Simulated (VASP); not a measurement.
Wanted: the native input for a VASP 6.6.1 run.

```
Task                   : single point
Functional             : PBE
Potentials or basis    : VASP PAW PBE potentials, release 64 (Ga_d, Si)
Cutoff                 : 520 eV
k mesh                 : 12 × 12 × 12
Occupations            : gaussian, width 0.1 eV
Spin                   : no spin polarisation
Dipole correction      : no
Further INCAR settings : ALGO = Normal; EDIFF = 1e-06; NBANDS = 20
```

The structure of GaSi3 lies in POSCAR:

```
GaSi3
1.0
    3.9739005876      0.0000000000      0.0000000000
    0.0000000000      3.9739005876      0.0000000000
    0.0000000000      0.0000000000      3.9739005876
Ga Si
1 3
Direct
    0.0000000000      0.0000000000      0.0000000000
    0.0000000000      0.5000000000      0.5000000000
    0.5000000000      0.0000000000      0.5000000000
    0.5000000000      0.5000000000      0.0000000000
```

These files were run (other wordings do the same):

INCAR

```
PREC = Accurate
ENCUT = 520
EDIFF = 1E-6
ISMEAR = 0
SIGMA = 0.1
LREAL = F
LASPH = T
NELM = 80
ALGO = Normal
ISIF = 2
LWAVE = F
LCHARG = F
GGA = PE
NBANDS = 20
```

KPOINTS

```
regular mesh
0
Gamma
  12 12 12
```

Potentials or basis: VASP PAW PBE potentials, release 64 (Ga_d, Si).

Run with:

```sh
$ cat potpaw_PBE.64/Ga_d/POTCAR potpaw_PBE.64/Si/POTCAR > POTCAR
$ mpirun -np 1 vasp_std > vasp.out
```

Results of the run:

```
Pressure               : 0.0 GPa
Band gap on the k mesh : zero (an odd number of electrons rules out a gap without spin polarisation)
```

Run time: 29 s on 1 thread of Intel(R) Xeon(R) 6975P-C (Granite Rapids), on a shared host, peak memory 0.23 GiB.
